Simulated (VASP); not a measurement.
# SiC (P6_3mc) in VASP: further runs, part 2 of 2

VASP 6.6.1.

### 3 Single point, PBE (strain +0.000 along x and y, -0.040 along z)

The input, INCAR:

```
SYSTEM = SiC
PREC     = Accurate       ! precision mode
ENCUT    = 520            ! plane-wave cutoff, eV
EDIFF    = 1E-7           ! SCF threshold, eV
ISMEAR   = 0              ! smearing method
SIGMA    = 0.05           ! smearing width, eV
LREAL    = .FALSE.        ! projectors in reciprocal space
LASPH    = .TRUE.         ! aspherical terms in the spheres
NELM     = 100            ! most SCF steps
ALGO     = Normal         ! electronic algorithm
ISIF     = 2              ! what is computed and relaxed
LWAVE    = .FALSE.        ! write WAVECAR
LCHARG   = .FALSE.        ! write CHGCAR
GGA      = PE             ! functional
NBANDS   = 26             ! bands
```

The input, KPOINTS:

```
Automatic mesh
0
G
  12 12 4
  0 0 0
```

The input, POSCAR:

```
SiC
1.0
    3.0941201807      0.0000000000      0.0000000000
   -1.5470600903      2.6795866789      0.0000000000
    0.0000000000      0.0000000000      9.7241656306
Si C
4 4
Direct
    0.6666666667      0.3333333333      0.9378441878
    0.3333333333      0.6666666667      0.4378441878
    0.0000000000      0.0000000000      0.6878995565
    0.0000000000      0.0000000000      0.1878995565
    0.6666666667      0.3333333333      0.7498074459
    0.3333333333      0.6666666667      0.2498074459
    0.0000000000      0.0000000000      0.5004478098
    0.0000000000      0.0000000000      0.0004478098
```

Potentials or basis: VASP PAW PBE potentials, release 64 (Si, C).

Launch:

```sh
> cat potpaw_PBE.64/Si/POTCAR potpaw_PBE.64/C/POTCAR > POTCAR
> mpirun -np 1 vasp_std > vasp.out
```

OUTCAR:

```text
SYSTEM = SiC
   PREC = Accurate
   ENCUT = 520
   EDIFF = 1E-7
   ISMEAR = 0
   LREAL = .FALSE.
   LASPH = .TRUE.
   NELM = 100
   ISIF = 2
   GGA = PE

 ion  position               nearest neighbor table
   1  0.667  0.333  0.938-   5 1.83   8 1.89   8 1.89   8 1.89   3 3.02   3 3.02   3 3.02   4 3.02
                             4 3.02   4 3.02
   2  0.333  0.667  0.438-   6 1.83   7 1.89   7 1.89   7 1.89   4 3.02   4 3.02   4 3.02   3 3.02
                             3 3.02   3 3.02
   3  0.000  0.000  0.688-   7 1.82   5 1.89   5 1.89   5 1.89   1 3.02   1 3.02   1 3.02   2 3.02
                             2 3.02   2 3.02
   4  0.000  0.000  0.188-   8 1.82   6 1.89   6 1.89   6 1.89   2 3.02   2 3.02   2 3.02   1 3.02
                             1 3.02   1 3.02
   5  0.667  0.333  0.750-   1 1.83   3 1.89   3 1.89   3 1.89
   6  0.333  0.667  0.250-   2 1.83   4 1.89   4 1.89   4 1.89
   7  0.000  0.000  0.500-   3 1.82   2 1.89   2 1.89   2 1.89
   8  0.000  0.000  0.000-   4 1.82   1 1.89   1 1.89   1 1.89

  LATTYP: Found a hexagonal cell.
 ALAT       =     3.0941201807
 C/A-ratio  =     3.1427885999

  Lattice vectors:

 A1 = (   3.0941201807,   0.0000000000,   0.0000000000)
 A2 = (  -1.5470600903,   2.6795866789,   0.0000000000)
 A3 = (   0.0000000000,   0.0000000000,   9.7241656306)

Analysis of symmetry for initial positions (statically):
=====================================================================
 Subroutine PRICEL returns:
 Original cell was already a primitive cell.

 Routine SETGRP: Setting up the symmetry group for a
 hexagonal supercell.

 Subroutine GETGRP returns: Found 12 space group operations
 (whereof  6 operations were pure point group operations)
 out of a pool of 24 trial point group operations.

The static configuration has the point symmetry C_3v.
 The point group associated with its full space group is C_6v.

Analysis of symmetry for dynamics (positions and initial velocities):
=====================================================================
 Subroutine PRICEL returns:
 Original cell was already a primitive cell.

 Routine SETGRP: Setting up the symmetry group for a
 hexagonal supercell.

 Subroutine GETGRP returns: Found 12 space group operations
 (whereof  6 operations were pure point group operations)
 out of a pool of 24 trial point group operations.

The dynamic configuration has the point symmetry C_3v.
 The point group associated with its full space group is C_6v.

 Subroutine INISYM returns: Found 12 space group operations
 (whereof  6 operations are pure point group operations),
 and found     1 'primitive' translations

----------------------------------------------------------------------------------------

                                     Primitive cell

  volume of cell :      80.6227

  direct lattice vectors                    reciprocal lattice vectors
     3.094120181  0.000000000  0.000000000     0.323193652  0.186595942  0.000000000
    -1.547060090  2.679586679  0.000000000     0.000000000  0.373191884  0.000000000
     0.000000000  0.000000000  9.724165631     0.000000000  0.000000000  0.102836586

  length of vectors
     3.094120181  3.094120181  9.724165631     0.373191884  0.373191884  0.102836586

  position of ions in fractional coordinates (direct lattice)
     0.666666667  0.333333333  0.937844188
[... 47 lines left out ...]
  0.000000  0.000000  0.000000      1.000000
  0.083333  0.000000  0.000000      6.000000
  0.166667  0.000000  0.000000      6.000000
  0.250000  0.000000  0.000000      6.000000
  0.333333  0.000000  0.000000      6.000000
  0.416667  0.000000  0.000000      6.000000
[... 16 lines left out ...]
  0.250000  0.000000  0.250000     12.000000
  0.333333  0.000000  0.250000     12.000000
 [... further k-points ...]
   k-points           NKPTS =     57   k-points in BZ     NKDIM =     57   number of bands    NBANDS=     26
   number of dos      NEDOS =    301   number of ions     NIONS =      8
   total plane-waves  NPLWV =  41472
   dimension x,y,z NGX =    24 NGY =   24 NGZ =   72
   dimension x,y,z NGXF=    48 NGYF=   48 NGZF=  144
   ions per type =               4   4
   NGX,Y,Z   is equivalent  to a cutoff of  12.90, 12.90, 12.31 a.u.
   NGXF,Y,Z  is equivalent  to a cutoff of  25.79, 25.79, 24.62 a.u.
 SYSTEM =  SiC
   PREC   = accura    normal or accurate (medium, high low for compatibility)
   ISTART =      0    job   : 0-new  1-cont  2-samecut
   ICHARG =      2    charge: 1-file 2-atom 10-const
   ISPIN  =      1    spin polarized calculation?
   LNONCOLLINEAR =      F non collinear calculations
   LSORBIT =      F    spin-orbit coupling
   LASPH  =      T    aspherical Exc in radial PAW
   ENCUT  =  520.0 eV  38.22 Ry    6.18 a.u.   5.75  5.75 18.08*2*pi/ulx,y,z
   NELM   =    100;   NELMIN=  2; NELMDL= -5     # of ELM steps
   EDIFF  = 0.1E-06   stopping-criterion for ELM
   LREAL  =      F    real-space projection
   EDIFFG = 0.1E-05   stopping-criterion for IOM
   NSW    =      0    number of steps for IOM
   IBRION =     -1    ionic relax: 0-MD 1-quasi-New 2-CG
   NFREE  =      0    steps in history (QN), initial steepest desc. (CG)
   ISIF   =      2    stress and relaxation
   ISYM   =      2    0-nonsym 1-usesym 2-fastsym
   POTIM  = 0.5000    time-step for ionic-motion
   TEBEG  =    0.0;   TEEND  =   0.0 temperature during run
   PSTRESS=    0.0 pullay stress
   NELECT =      32.0000    total number of electrons
   NUPDOWN=      -1.0000    fix difference up-down
   EMIN   =  10.00;   EMAX   =-10.00  energy-range for DOS
   EFERMI =   0.00;   METHOD = LEGACY
   ISMEAR =     0;   SIGMA  =   0.05  broadening in eV -4-tet -1-fermi 0-gaus
   EFERMI_NEDOS =   21; number of points for ismear=-14 and -15
   IALGO  =     38    algorithm
   IMIX   =      4    mixing-type and parameters
     AMIX     =   0.40;   BMIX     =  1.00
     AMIX_MAG =   1.60;   BMIX_MAG =  1.00
  volume/ion in A,a.u.               =      10.08        68.01
  Fermi-wavevector in a.u.,A,eV,Ry     =   1.203111  2.273550 19.694109  1.447476
  Thomas-Fermi vector in A             =   2.338874
   LORBIT       =      0    0 simple, 1 ext, 2 COOP (PROOUT), +10 PAW based schemes
   GGA     = PE    functional components
   LHFCALC =     F    Hartree Fock is set to
   AEXX    =    0.0000 exact exchange contribution
   IVDW    =     0    specifies the selected vdW correction
   LEPSILON=     F    determine dielectric tensor
   LRPA    =     F    only Hartree local field effects (RPA)
 non-spin polarized calculation
 Gauss-broadening in eV      SIGMA  =   0.05
  energy-cutoff  :      520.00
  volume of cell :       80.62
 maximum number of plane-waves:      2191
 NGX is ok and might be reduce to    24
   NGX = 11   NGY = 11   NGZ = 37

 number of electron      32.0000005 magnetization

 Free energy of the ion-electron system (eV)
  ---------------------------------------------------
  ext. energy  EPLUGINS =         0.00000000
  ---------------------------------------------------
  free energy    TOTEN  =       -59.98538971 eV

  energy without entropy =      -59.98538971  energy(sigma->0) =      -59.98538971

 E-fermi :   8.7721     XC(G=0): -11.4658

 val. band max:        8.5646335587   @ k =   0.0000   0.0000   0.0000
 cond. band min:      10.6526836979   @ k =   0.5000   0.0000   0.0000
 fundamental gap:      2.0880501392
 Fermi energy:         8.7720600079

 k-point     1 :       0.0000    0.0000    0.0000
  band No.  band energies     occupation
      1      -7.2218      2.00000
      2      -5.9472      2.00000
      3      -5.8897      2.00000
      4      -3.2228      2.00000
      5      -0.2035      2.00000
      6       4.3510      2.00000
[... 685 lines left out ...]
     25      17.3820      0.00000
     26      17.8017      0.00000

 [... further k-points ...]
[... 5 lines left out ...]
  --------------------------------------------------------------------------------------
  -------------------------------------------------------------------------------------
  Total        0.7438884      0.7438884     13.3079442      0.0000000      0.0000000     -0.0000000
  in kB       14.7829483     14.7829483    264.4625718      0.0000000      0.0000000     -0.0000000
  external PRESSURE =      98.0094894 kB  Pullay stress =       0.0000000 kB

 VOLUME and BASIS-vectors are now :
 -----------------------------------------------------------------------------
  energy-cutoff  :      520.00
  volume of cell :       80.62
      direct lattice vectors                 reciprocal lattice vectors
     3.094120181  0.000000000  0.000000000     0.323193652  0.186595942  0.000000000
    -1.547060090  2.679586679  0.000000000     0.000000000  0.373191884  0.000000000
     0.000000000  0.000000000  9.724165631     0.000000000  0.000000000  0.102836586

 POSITION                                       TOTAL-FORCE (eV/Angst)
 -----------------------------------------------------------------------------------
      1.54706      0.89320      9.11975         0.000000     -0.000000      0.513011
     -0.00000      1.78639      4.25767        -0.000000      0.000000      0.513011
      0.00000      0.00000      6.68925        -0.000000      0.000000      0.599750
      0.00000      0.00000      1.82717        -0.000000     -0.000000      0.599750
      1.54706      0.89320      7.29125         0.000000     -0.000000     -0.574447
     -0.00000      1.78639      2.42917        -0.000000      0.000000     -0.574447
      0.00000      0.00000      4.86644        -0.000000      0.000000     -0.538314
      0.00000      0.00000      0.00435        -0.000000     -0.000000     -0.538314
 -----------------------------------------------------------------------------------
    total drift:                                0.000000      0.000000     -0.000161

  FREE ENERGIE OF THE ION-ELECTRON SYSTEM (eV)
  ---------------------------------------------------
  free  energy   TOTEN  =       -59.9853897060 eV

  energy  without entropy=      -59.9853897060  energy(sigma->0) =      -59.98538971
```

Run time: 74 s. Hardware: 1 thread of AMD EPYC 9R45 (Zen 5), shared host; peak memory 0.21 GiB.

What came out:

- Free energy: -59.9854 eV
- Pressure: 9.8 GPa
- Largest force: 0.600 eV/Å
- Band gap on the k mesh: 2.09 eV, indirect (least direct gap 3.24 eV)

Forces on the atoms (eV/Å):
```
Si   0.000  0.000  0.513
Si   0.000  0.000  0.513
Si   0.000  0.000  0.600
Si   0.000  0.000  0.600
C    0.000  0.000 -0.574
C    0.000  0.000 -0.574
C    0.000  0.000 -0.538
C    0.000  0.000 -0.538
```

Stress tensor (GPa, compression positive):
```
 1.48  0.00  0.00
 0.00  1.48  0.00
 0.00  0.00 26.45
```

Levels at points of the mesh, in eV from the valence-band top:
| k point | band 13 | band 14 | band 15 | band 16 | band 17 | band 18 | band 19 | band 20 |
| --- | --- | --- | --- | --- | --- | --- | --- | --- |
| (0.00, 0.00, 0.00) | -0.83 | -0.15 | -0.15 | 0.00 | 4.60 | 5.27 | 6.02 | 6.44 |
| (0.50, 0.00, 0.00) | -2.59 | -2.15 | -1.56 | -1.15 | 2.09 | 2.23 | 4.06 | 5.03 |
| (0.00, 0.00, 0.50) | -0.40 | -0.40 | -0.40 | -0.40 | 4.84 | 4.84 | 6.48 | 6.48 |
| (0.50, 0.00, 0.50) | -2.56 | -2.56 | -1.66 | -1.66 | 2.43 | 2.43 | 4.28 | 4.28 |

Caveat: the cell differs from its parent crystal (strain +0.000 along x and y, -0.040 along z). A k mesh can miss the band edges.

### 4 Single point, PBE (strain -0.040 along x and y, +0.040 along z)

The input, INCAR:

```
SYSTEM = SiC
ALGO = Normal
EDIFF = 1E-7
ENCUT = 520
GGA = PE
ISIF = 2
ISMEAR = 0
LASPH = .TRUE.
LCHARG = .FALSE.
LREAL = .FALSE.
LWAVE = .FALSE.
NBANDS = 26
NELM = 60
PREC = Accurate
SIGMA = 0.05
```

The input, KPOINTS:

```
k-points
0
G
  12 12 4
  0 0 0
```

Edit POSCAR of step 3 so:

```diff
@@ -2,5 +2,5 @@
 1.0
-    3.0941201807      0.0000000000      0.0000000000
-   -1.5470600903      2.6795866789      0.0000000000
-    0.0000000000      0.0000000000      9.7241656306
+    2.9703553735      0.0000000000      0.0000000000
+   -1.4851776867      2.5724032117      0.0000000000
+    0.0000000000      0.0000000000     10.5345127664
 Si C
```

Launch:

```sh
> cat potpaw_PBE.64/Si/POTCAR potpaw_PBE.64/C/POTCAR > POTCAR
> mpirun -np 1 vasp_std > vasp.out
```

Wall time 91 s (1 thread of Intel Xeon 6975P-C, shared host); peak memory 0.25 GiB.

The run converged. Its results:

```
Free energy            : -59.5259 eV
Pressure               : 11.9 GPa
Largest force          : 0.664 eV/Å
Band gap on the k mesh : 1.77 eV, indirect (least direct gap 3.14 eV)
```

Forces on the atoms (eV/Å):
```
Si   0.000  0.000 -0.585
Si   0.000  0.000 -0.585
Si   0.000  0.000 -0.664
Si   0.000  0.000 -0.664
C    0.000  0.000  0.658
C    0.000  0.000  0.658
C    0.000  0.000  0.591
C    0.000  0.000  0.591
```

Stress tensor (GPa, compression positive):
```
 26.97   0.00   0.00
  0.00  26.97   0.00
  0.00   0.00 -18.25
```

Levels at points of the mesh, in eV from the valence-band top:
```csv
k point,band 12,band 13,band 14,band 15,band 16,band 17,band 18,band 19,band 20,band 21
"(0.00, 0.00, 0.00)",-0.52,-0.42,-0.42,0.00,0.00,4.62,6.44,6.77,7.25,7.67
"(0.50, 0.00, 0.00)",-2.71,-2.33,-2.32,-1.97,-1.37,1.77,2.39,4.47,4.47,5.07
"(0.00, 0.00, 0.50)",-0.76,-0.14,-0.14,-0.14,-0.14,6.10,6.10,6.63,6.63,7.73
"(0.50, 0.00, 0.50)",-2.85,-2.79,-2.79,-1.69,-1.69,2.53,2.53,4.07,4.07,5.74
```

Caveat: the cell differs from its parent crystal (strain -0.040 along x and y, +0.040 along z).

### 5 The runs side by side

```tsv
cell	gap on the mesh (eV)	pressure (GPa)	largest force (eV/Å)
a = 2.970, b = 2.970, c = 10.129 Å, angles 90.0, 90.0, 120.0°, 8 atoms	2.01	21.0	0.52
a = 3.094, b = 3.094, c = 9.724 Å, angles 90.0, 90.0, 120.0°, 8 atoms	2.09	9.8	0.60
a = 2.970, b = 2.970, c = 10.535 Å, angles 90.0, 90.0, 120.0°, 8 atoms	1.77	11.9	0.66
```

Alike in all rows: task single point; level PBE; potentials or basis VASP PAW PBE potentials, release 64 (Si, C); no spin polarisation; k mesh 12 × 12 × 4; cutoff (eV) 520; smearing gaussian 0.05 eV.

Total energies depend on the potentials used, so only differences within one code and one set of settings carry meaning.
